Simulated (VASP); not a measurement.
# Hf (Fd-3m) in VASP: single point with r2SCAN

Aim: the single point of Hf with r2SCAN.

Program: VASP 6.6.1. These are calculated values, not measurements. Logs are shortened: lines on timing, memory, paths and dates and some standing lists are left out, and cuts for length are marked.

**1. The cell of the first run**

Symmetry: Fd-3m, No. 227, cubic system. Conventional cell: a = 6.470 Å, b = 6.470 Å, c = 6.470 Å, α = 90.00°, β = 90.00°, γ = 90.00°. Hf (site symmetry -43m) has 4 Hf at 2.80 Å within 3.7 Å.

This isn't the form of Hf at room conditions, which is hcp.

**2. Single point, r2SCAN**

The input, POSCAR:

```
Hf
1.0
    0.0000000000      3.2348718852      3.2348718852
    3.2348718852      0.0000000000      3.2348718852
    3.2348718852      3.2348718852      0.0000000000
Hf
2
Direct
    0.1250000000      0.1250000000      0.1250000000
    0.8750000000      0.8750000000      0.8750000000
```

The input, INCAR.step1:

```
  PREC = Accurate
  ENCUT = 550
  ISMEAR = -1
  SIGMA = 0.1
  LREAL = False
  LASPH = True
  NELM = 120
  NBANDS = 17
  GGA = PE
  ALGO = Normal
  EDIFF = 1E-5
  LWAVE = True
  LCHARG = False
  GGA_COMPAT = False
```

The input, INCAR.step2:

```
  PREC = Accurate
  ENCUT = 550
  EDIFF = 1E-6
  ISMEAR = -1
  SIGMA = 0.1
  LREAL = False
  LASPH = True
  NELM = 120
  ALGO = Normal
  ISIF = 2
  LWAVE = False
  LCHARG = False
  METAGGA = R2SCAN
  LMIXTAU = True
  NBANDS = 17
  ISTART = 1
  GGA_COMPAT = False
```

The input, KPOINTS:

```
regular mesh
0
Gamma
  5 5 5
```

Potentials or basis: VASP PAW PBE potentials, release 64 (Hf_pv).

Run with:

```console
cat potpaw_PBE.64/Hf_pv/POTCAR > POTCAR
cp INCAR.step1 INCAR
mpirun -np 1 vasp_std > vasp.out
cp INCAR.step2 INCAR
mpirun -np 1 vasp_std > vasp.out
```

OUTCAR:

```text
PREC = Accurate
   ENCUT = 550
   EDIFF = 1E-6
   ISMEAR = -1
   LREAL = False
   LASPH = True
   NELM = 120
   ISIF = 2
   METAGGA = R2SCAN
   ISTART = 1

 ion  position               nearest neighbor table
   1  0.125  0.125  0.125-   2 2.80   2 2.80   2 2.80   2 2.80
   2  0.875  0.875  0.875-   1 2.80   1 2.80   1 2.80   1 2.80

  LATTYP: Found a face centered cubic cell.
 ALAT       =     6.4697437704

  Lattice vectors:

 A1 = (   0.0000000000,   3.2348718852,   3.2348718852)
 A2 = (   3.2348718852,   0.0000000000,   3.2348718852)
 A3 = (   3.2348718852,   3.2348718852,   0.0000000000)

Analysis of symmetry for initial positions (statically):
=====================================================================
 Subroutine PRICEL returns:
 Original cell was already a primitive cell.

 Routine SETGRP: Setting up the symmetry group for a
 face centered cubic supercell.

 Subroutine GETGRP returns: Found 48 space group operations
 (whereof 12 operations were pure point group operations)
 out of a pool of 48 trial point group operations.

The static configuration has the point symmetry D_3d.
 The point group associated with its full space group is O_h .

Analysis of symmetry for dynamics (positions and initial velocities):
=====================================================================
 Subroutine PRICEL returns:
 Original cell was already a primitive cell.

 Routine SETGRP: Setting up the symmetry group for a
 face centered cubic supercell.

 Subroutine GETGRP returns: Found 48 space group operations
 (whereof 12 operations were pure point group operations)
 out of a pool of 48 trial point group operations.

The dynamic configuration has the point symmetry D_3d.
 The point group associated with its full space group is O_h .

 Subroutine INISYM returns: Found 48 space group operations
 (whereof 12 operations are pure point group operations),
 and found     1 'primitive' translations

----------------------------------------------------------------------------------------

                                     Primitive cell

  volume of cell :      67.7020

  direct lattice vectors                    reciprocal lattice vectors
     0.000000000  3.234871885  3.234871885    -0.154565627  0.154565627  0.154565627
     3.234871885  0.000000000  3.234871885     0.154565627 -0.154565627  0.154565627
     3.234871885  3.234871885  0.000000000     0.154565627  0.154565627 -0.154565627

  length of vectors
     4.574799693  4.574799693  4.574799693     0.267715518  0.267715518  0.267715518

  position of ions in fractional coordinates (direct lattice)
     0.125000000  0.125000000  0.125000000
     0.875000000  0.875000000  0.875000000

  ion indices of the primitive-cell ions
   primitive index   ion index
                 1           1
                 2           2

----------------------------------------------------------------------------------------

 KPOINTS: regular mesh

Automatic generation of k-mesh.
 Grid dimensions read from file:
 generate k-points for:    5    5    5

 Generating k-lattice:

  Cartesian coordinates                     Fractional coordinates (reciprocal lattice)
    -0.030913125  0.030913125  0.030913125     0.200000000  0.000000000  0.000000000
     0.030913125 -0.030913125  0.030913125     0.000000000  0.200000000  0.000000000
     0.030913125  0.030913125 -0.030913125     0.000000000  0.000000000  0.200000000

  Length of vectors
     0.053543104  0.053543104  0.053543104

  Shift w.r.t. Gamma in fractional coordinates (k-lattice)
     0.000000000  0.000000000  0.000000000

 Subroutine IBZKPT returns following result:
 ===========================================

 Found     10 irreducible k-points:

 Following reciprocal coordinates:
            Coordinates               Weight
  0.000000  0.000000  0.000000      1.000000
  0.200000  0.000000  0.000000      8.000000
  0.400000  0.000000  0.000000      8.000000
  0.200000  0.200000  0.000000      6.000000
  0.400000  0.200000  0.000000     24.000000
 -0.400000  0.200000  0.000000     24.000000
 -0.200000  0.200000  0.000000     12.000000
  0.400000  0.400000  0.000000      6.000000
 -0.400000  0.400000  0.000000     12.000000
 -0.400000  0.400000  0.200000     24.000000
   k-points           NKPTS =     10   k-points in BZ     NKDIM =     10   number of bands    NBANDS=     17
   number of dos      NEDOS =    301   number of ions     NIONS =      2
   total plane-waves  NPLWV =  46656
   dimension x,y,z NGX =    36 NGY =   36 NGZ =   36
   dimension x,y,z NGXF=    72 NGYF=   72 NGZF=   72
   ions per type =               2
   NGX,Y,Z   is equivalent  to a cutoff of  13.08, 13.08, 13.08 a.u.
   NGXF,Y,Z  is equivalent  to a cutoff of  26.16, 26.16, 26.16 a.u.
 SYSTEM =  unknown system
   PREC   = accura    normal or accurate (medium, high low for compatibility)
   ISTART =      1    job   : 0-new  1-cont  2-samecut
   ICHARG =      0    charge: 1-file 2-atom 10-const
   ISPIN  =      1    spin polarized calculation?
   LNONCOLLINEAR =      F non collinear calculations
   LSORBIT =      F    spin-orbit coupling
   LASPH  =      T    aspherical Exc in radial PAW
   ENCUT  =  550.0 eV  40.42 Ry    6.36 a.u.   8.75  8.75  8.75*2*pi/ulx,y,z
   NELM   =    120;   NELMIN=  2; NELMDL=  0     # of ELM steps
   EDIFF  = 0.1E-05   stopping-criterion for ELM
   LREAL  =      F    real-space projection
   EDIFFG = 0.1E-04   stopping-criterion for IOM
   NSW    =      0    number of steps for IOM
   IBRION =     -1    ionic relax: 0-MD 1-quasi-New 2-CG
   NFREE  =      0    steps in history (QN), initial steepest desc. (CG)
   ISIF   =      2    stress and relaxation
   ISYM   =      2    0-nonsym 1-usesym 2-fastsym
   POTIM  = 0.5000    time-step for ionic-motion
   TEBEG  =    0.0;   TEEND  =   0.0 temperature during run
   PSTRESS=    0.0 pullay stress
   NELECT =      20.0000    total number of electrons
   NUPDOWN=      -1.0000    fix difference up-down
   EMIN   =  10.00;   EMAX   =-10.00  energy-range for DOS
   EFERMI =   0.00;   METHOD = LEGACY
   ISMEAR =    -1;   SIGMA  =   0.10  broadening in eV -4-tet -1-fermi 0-gaus
   EFERMI_NEDOS =   21; number of points for ismear=-14 and -15
   IALGO  =     38    algorithm
   IMIX   =      4    mixing-type and parameters
     AMIX     =   0.40;   BMIX     =  1.00
     AMIX_MAG =   1.60;   BMIX_MAG =  1.00
  volume/ion in A,a.u.               =      33.85       228.44
  Fermi-wavevector in a.u.,A,eV,Ry     =   1.090313  2.060392 16.174359  1.188782
  Thomas-Fermi vector in A             =   2.226535
   LORBIT       =      0    0 simple, 1 ext, 2 COOP (PROOUT), +10 PAW based schemes
   METAGGA = R2SCAN    functional components
   LHFCALC =     F    Hartree Fock is set to
   AEXX    =    0.0000 exact exchange contribution
   IVDW    =     0    specifies the selected vdW correction
   LEPSILON=     F    determine dielectric tensor
   LRPA    =     F    only Hartree local field effects (RPA)
 non-spin polarized calculation
  energy-cutoff  :      550.00
  volume of cell :       67.70
 maximum number of plane-waves:      1996
   NGX = 17   NGY = 17   NGZ = 17

 number of electron      20.0000000 magnetization

 Free energy of the ion-electron system (eV)
  ---------------------------------------------------
  ext. energy  EPLUGINS =         0.00000000
  ---------------------------------------------------
  free energy    TOTEN  =       -84.41406973 eV

  energy without entropy =      -84.28197565  energy(sigma->0) =      -84.34802269

 E-fermi :   1.6731     XC(G=0):  -9.8626

 val. band max:        1.6342820021   @ k =   0.4000   0.0000   0.0000
 cond. band min:       1.6797584040   @ k =   0.2000   0.0000   0.0000
 fundamental gap:      0.0454764018
 Fermi energy:         1.6731370626

 k-point     1 :       0.0000    0.0000    0.0000
  band No.  band energies     occupation
      1     -30.5046      2.00000
      2     -30.5046      2.00000
      3     -30.5046      2.00000
      4     -29.8404      2.00000
      5     -29.8404      2.00000
      6     -29.8404      2.00000
[... 9 lines left out ...]
     16       7.7681      0.00000
     17       7.7681      0.00000

 k-point     2 :       0.2000    0.0000    0.0000
  band No.  band energies     occupation
      1     -30.5311      2.00000
      2     -30.5311      2.00000
      3     -30.5007      2.00000
      4     -29.8497      2.00000
      5     -29.8126      2.00000
      6     -29.8126      2.00000
[... 9 lines left out ...]
     16       7.5891      0.00000
     17       7.5891      0.00000

 k-point     3 :       0.4000    0.0000    0.0000
  band No.  band energies     occupation
      1     -30.5701      2.00000
      2     -30.5701      2.00000
      3     -30.4955      2.00000
      4     -29.8632      2.00000
      5     -29.7715      2.00000
      6     -29.7715      2.00000
[... 9 lines left out ...]
     16       6.9122      0.00000
     17       6.9158      0.00000

 k-point     4 :       0.2000    0.2000    0.0000
  band No.  band energies     occupation
      1     -30.5608      2.00000
      2     -30.5608      2.00000
      3     -30.4446      2.00000
      4     -29.9090      2.00000
      5     -29.7817      2.00000
      6     -29.7817      2.00000
[... 9 lines left out ...]
     16       6.8788      0.00000
     17       7.9547      0.00000

 k-point     5 :       0.4000    0.2000    0.0000
  band No.  band energies     occupation
      1     -30.6123      2.00000
      2     -30.5984      2.00000
      3     -30.3925      2.00000
      4     -29.9662      2.00000
      5     -29.7420      2.00000
      6     -29.7308      2.00000
[... 9 lines left out ...]
     16       6.1360      0.00000
     17       7.5590      0.00000

 k-point     6 :      -0.4000    0.2000    0.0000
  band No.  band energies     occupation
      1     -30.6413      2.00000
      2     -30.5947      2.00000
      3     -30.3831      2.00000
      4     -29.9753      2.00000
      5     -29.7456      2.00000
      6     -29.7036      2.00000
[... 9 lines left out ...]
     16       5.9675      0.00000
     17       7.0440      0.00000

 k-point     7 :      -0.2000    0.2000    0.0000
  band No.  band energies     occupation
      1     -30.6048      2.00000
      2     -30.5542      2.00000
      3     -30.4432      2.00000
      4     -29.9112      2.00000
      5     -29.7881      2.00000
      6     -29.7393      2.00000
[... 9 lines left out ...]
     16       6.3864      0.00000
     17       7.8950      0.00000

 k-point     8 :       0.4000    0.4000    0.0000
  band No.  band energies     occupation
      1     -30.6371      2.00000
      2     -30.6371      2.00000
      3     -30.2854      2.00000
      4     -30.0818      2.00000
      5     -29.7013      2.00000
      6     -29.7013      2.00000
[... 9 lines left out ...]
     16       4.9508      0.00000
     17       7.7376      0.00000

 k-point     9 :      -0.4000    0.4000    0.0000
  band No.  band energies     occupation
      1     -30.6606      2.00000
      2     -30.6350      2.00000
      3     -30.2377      2.00000
      4     -30.1270      2.00000
      5     -29.7034      2.00000
      6     -29.6812      2.00000
[... 9 lines left out ...]
     16       6.4874      0.00000
     17       6.6158      0.00000

 k-point    10 :      -0.4000    0.4000    0.2000
  band No.  band energies     occupation
      1     -30.6538      2.00000
      2     -30.6271      2.00000
      3     -30.2883      2.00000
      4     -30.0726      2.00000
      5     -29.7135      2.00000
      6     -29.6892      2.00000
[... 9 lines left out ...]
     16       5.4524      0.00000
     17       7.2776      0.00000

------------------------ aborting loop because EDIFF is reached ----------------------------------------

  FORCE on cell =-STRESS in cart. coord.  units (eV):
  Direction    XX          YY          ZZ          XY          YZ          ZX
  --------------------------------------------------------------------------------------
  -------------------------------------------------------------------------------------
  Total       -0.0198904     -0.0198904     -0.0198904     -0.0000000      0.0000000     -0.0000000
  in kB       -0.4707084     -0.4707084     -0.4707084     -0.0000000      0.0000000     -0.0000000
  external PRESSURE =      -0.4707084 kB  Pullay stress =       0.0000000 kB

 VOLUME and BASIS-vectors are now :
 -----------------------------------------------------------------------------
  energy-cutoff  :      550.00
  volume of cell :       67.70
      direct lattice vectors                 reciprocal lattice vectors
     0.000000000  3.234871885  3.234871885    -0.154565627  0.154565627  0.154565627
     3.234871885  0.000000000  3.234871885     0.154565627 -0.154565627  0.154565627
     3.234871885  3.234871885  0.000000000     0.154565627  0.154565627 -0.154565627

 POSITION                                       TOTAL-FORCE (eV/Angst)
 -----------------------------------------------------------------------------------
      0.80872      0.80872      0.80872         0.000000     -0.000000     -0.000000
      5.66103      5.66103      5.66103        -0.000000      0.000000      0.000000
 -----------------------------------------------------------------------------------
    total drift:                                0.000000      0.000000      0.000000

  FREE ENERGIE OF THE ION-ELECTRON SYSTEM (eV)
  ---------------------------------------------------
  free  energy   TOTEN  =       -84.4140697277 eV

  energy  without entropy=      -84.2819756527  energy(sigma->0) =      -84.34802269
```

It took 57 s on 1 thread of Intel Xeon Platinum 8259CL at 2.50GHz (Skylake/Cascade Lake), shared host; peak memory 0.21 GiB.

What came out:

```yaml
Free_energy: -84.4141 eV
Pressure: 0.0 GPa
Band_gap_on_the_k_mesh: zero (bands 10 and 11 overlap by 0.50 eV)
```

Caveat: the PAW data sets were made with another functional, which shifts forces and pressure a little; spin-orbit coupling is left out, which moves the levels of the heavy elements.
